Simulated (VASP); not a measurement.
Set up this calculation in VASP 6.6.1, as the native input.

* Task: single point
* Functional: PBE
* Potentials or basis: VASP PAW PBE potentials, release 64 (Hf_pv, Ta_pv, F)
* Cutoff: 520 eV
* k mesh: 6 × 6 × 6
* Occupations: gaussian, width 0.1 eV
* Spin: collinear spin
* Starting moments: [0.0, 0.0, 0.0, 1.0, 1.0, 0.0] μB
* Dipole correction: no
* Further INCAR settings: ALGO = Normal; EDIFF = 1e-06; NBANDS = 42

The structure of Hf3Ta2F lies in POSCAR:

```
Hf3Ta2F
1.0
    3.1076979733      1.7942302614      3.3921721700
   -3.1076979733      1.7942302614      3.3921721700
    0.0000000000     -3.5884605229      3.3921721700
Hf Ta F
3 2 1
Direct
    0.0000000000      0.5000000000      0.0000000000
    0.5000000000      0.0000000000      0.0000000000
    0.0000000000      0.0000000000      0.5000000000
    0.6196613163      0.6196613163      0.6196613163
    0.3803386837      0.3803386837      0.3803386837
    0.0000000000      0.0000000000      0.0000000000
```

The cell was generated, and may not be a known phase.

One way to write it, as run:

INCAR

```
PREC = Accurate
ENCUT = 520
EDIFF = 1E-6
ISMEAR = 0
SIGMA = 0.1
LREAL = F
LASPH = T
NELM = 150
ALGO = Normal
ISIF = 2
LWAVE = F
LCHARG = F
ISPIN = 2
MAGMOM = 0 0 0 1 1 0
LORBIT = 11
LMAXMIX = 4
GGA = PE
NBANDS = 42
```

KPOINTS

```
regular mesh
0
Gamma
  6 6 6
```

Potentials or basis: VASP PAW PBE potentials, release 64 (Hf_pv, Ta_pv, F).

The run is started by

```bash
$ cat potpaw_PBE.64/Hf_pv/POTCAR potpaw_PBE.64/Ta_pv/POTCAR potpaw_PBE.64/F/POTCAR > POTCAR
$ mpirun -np 1 vasp_std > vasp.out
```

It gave:

```
Pressure                                              : -0.6 GPa
Largest force                                         : 0.079 eV/Å
Net moment                                            : 0.00 μB per cell
Valence electrons inside the program's atomic spheres : Hf 8.30; Ta 8.95; F 6.07
```

Wall time 2.9 min on 1 thread of Intel(R) Xeon(R) 6975P-C (Granite Rapids), on a shared host, peak memory 0.44 GiB.
